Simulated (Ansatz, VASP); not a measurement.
**MnAl3: VASP beside Ansatz**

```
CELL_PARAMETERS angstrom
0.00000 3.00783 3.00783
3.00783 0.00000 3.00783
3.00783 3.00783 0.00000
ATOMIC_POSITIONS crystal
Al 0.25000 0.25000 0.25000
Al 0.75000 0.75000 0.75000
Al 0.50000 0.50000 0.50000
Mn 0.00000 0.00000 0.00000
```

Alike in both runs: task single point; functional r2SCAN; k mesh 12 × 12 × 12; occupations gaussian, width 0.1 eV; collinear spin.

|  | VASP | Ansatz |
| --- | --- | --- |
| version | VASP 6.6.1 | Ansatz 0.2.0 |
| potentials or method | VASP PAW PBE potentials, release 64 (Al, Mn_pv), cutoff 520 eV | scalar-relativistic, plane waves, PAW |
| valence electrons in the cell | 22 | 24 |

|  | VASP | Ansatz | Ansatz less VASP |
| --- | --- | --- | --- |
| gap on the k mesh at the Fermi level (eV) | none | none | - |
| pressure (GPa) | 3.5 | 8.8 | +5.26 |
| net moment per atom (μB) | 0.47 | 0.66 | +0.193 |
| size of the moment on the site where the two differ most (μB) | 2.12 | 2.79 | +0.673 |

The net moments are unlike, so the other rows may belong to different states. VASP's potentials were made for PBE, not for r2SCAN. Site moments also hang on the region over which each program counts them. A gap of «none» marks a metal or a gap that the smearing closes. VASP's potentials hold 22 valence electrons a cell and Ansatz's 24, so a difference there can come from the potentials and not from the codes. Ansatz's warnings: stability check not made.
